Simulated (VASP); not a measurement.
AlFe:

```
Fe Al
1.0
     2.91000    0.00000    0.00000
     0.00000    2.91000    0.00000
     0.00000    0.00000    2.91000
Fe Al
1 1
Cartesian
  1.4550 1.4550 1.4550
  0.0000 0.0000 0.0000
```

Base run:

| Item | Value |
| --- | --- |
| Program | VASP 6.6.1 |
| Functional | PBE |
| Potentials or basis | VASP PAW PBE potentials, release 64 (Fe_sv, Al) |
| Cutoff | 600 eV |
| k mesh | 8 × 8 × 8 |
| Occupations | fermi-dirac, width 0.05 eV |
| Spin | collinear spin, ferromagnetic start |
| Starting moments | [6.0, 0.0] μB |
| Fixed moment | 6 μB |

Its results: pressure 79.0 GPa; site moments Fe +3.89; Al +0.33 μB.

Q: The run is repeated on the same cell with these changes: fixed moment from 6 μB to 0.8 μB; moments at the start from [6.0, 0.0] to [0.8, 0.0]. What comes out?

A: Pressure -7.0 GPa; site moments Fe +0.81; Al -0.03 μB.

Caveats: the total moment is fixed, so each spin has its own Fermi level; the cell stands under pressure (at least some runs); the cell stands under tension (at least some runs).
